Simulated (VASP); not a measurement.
Runs of VASP 6.6.1 on NaTeO3. The structure is that of space group Pm-3m (No. 221), or close to it. The cells are those of the table. 

```tsv
cell	k mesh	gap on the mesh (eV)	pressure (GPa)
a = 3.998 Å, 5 atoms	5 × 5 × 5	none	0.2
a = 3.971 Å, 5 atoms	5 × 5 × 5	none	3.6
a = 4.025 Å, 5 atoms	5 × 5 × 5	none	-2.8
a = 3.998 Å, 5 atoms	4 × 4 × 4	none	(a)
```

Alike in all rows: task single point; level LDA; potentials or basis VASP PAW LDA potentials, release 64 (Na_pv, Te, O); no spin polarisation; cutoff (eV) 520; smearing fermi-dirac 0.1 eV.

Fill in the values left out.

(a) 0.0.

Caveats: some runs use coarse meshes; spin-orbit coupling is left out, which moves the levels of the heavy elements; an odd number of electrons without spin polarisation forces a metal; a magnetic or distorted state may lie lower.

A k mesh can miss the band edges, and the runs leave out spin-orbit coupling on Te.

A gap of «none» marks levels without a gap at the run's occupations.
